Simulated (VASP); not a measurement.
Input of a VASP 6.6.1 run:

Contents of INCAR:

```
  PREC = Accurate
  ENCUT = 520
  EDIFF = 1E-7
  ISMEAR = -1
  SIGMA = 0.1
  LREAL = F
  LASPH = T
  NELM = 80
  ALGO = Normal
  ISIF = 2
  LWAVE = F
  LCHARG = F
  GGA = PE
  NBANDS = 10
```

Contents of KPOINTS:

```
Automatic mesh
0
Gamma
  14 14 13
```

POSCAR

```
Cl
1.0
    3.4135970153      0.0000000000      0.0000000000
   -1.7067985076      2.9562617335      0.0000000000
    0.0000000000      0.0000000000      2.2848133754
Cl
1
Direct
    0.0000000000      0.0000000000      0.0000000000
```

Potentials or basis: VASP PAW PBE potentials, release 64 (Cl).

Launch:

```sh
$ cat potpaw_PBE.64/Cl/POTCAR > POTCAR
$ mpirun -np 1 vasp_std > vasp.out
```

(1) Predict the band gap on the k mesh.

(2) What does it give for the pressure?

Answers

(1) zero (an odd number of electrons rules out a gap without spin polarisation).

(2) 3.2 GPa.

Caveat: the cell stands under pressure; an odd number of electrons without spin polarisation forces a metal; a magnetic or distorted state may lie lower.
